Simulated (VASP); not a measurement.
Wanted: the native input for a VASP 6.6.1 run.

- Task: single point
- Functional: LDA
- Potentials or basis: VASP PAW LDA potentials, release 64 (Co)
- Cutoff: 520 eV
- k mesh: 15 × 15 × 8
- Occupations: fermi-dirac, width 0.3 eV
- Spin: no spin polarisation
- Dipole correction: no
- Further INCAR settings: ALGO = Normal; EDIFF = 1e-06; NBANDS = 16

The structure of Co lies in POSCAR:

```
Co
1.0
    2.3995686430      0.0000000000      0.0000000000
   -1.1997843215      2.0780874030      0.0000000000
    0.0000000000      0.0000000000      3.8656883379
Co
2
Direct
    0.3333333333      0.6666666667      0.2500000000
    0.6666666667      0.3333333333      0.7500000000
```

These files were run (other wordings do the same):

INCAR

```
SYSTEM = Co
PREC = Accurate ; ENCUT = 520
EDIFF = 1E-6 ; ISMEAR = -1
SIGMA = 0.3 ; LREAL = .FALSE.
LASPH = .TRUE. ; NELM = 100
ALGO = Normal ; ISIF = 2
LWAVE = .FALSE. ; LCHARG = .FALSE.
NBANDS = 16
```

KPOINTS

```
Automatic mesh
0
G
  15 15 8
  0 0 0
```

Potentials or basis: VASP PAW LDA potentials, release 64 (Co).

Run with:

```sh
$ cat potpaw_LDA.64/Co/POTCAR > POTCAR
$ mpirun -np 1 vasp_std > vasp.out
```

It gave:

```
Pressure               : 3.9 GPa
Band gap on the k mesh : zero (bands 9 and 10 overlap by 1.75 eV)
```

Caveat: the cell stands under pressure; so wide a smearing shifts energies and pressures; the run has no spin polarisation, though such a crystal can be magnetic.

It took 67 s on 1 thread of AMD EPYC 7R13 (shared host), peak memory 0.12 GiB.
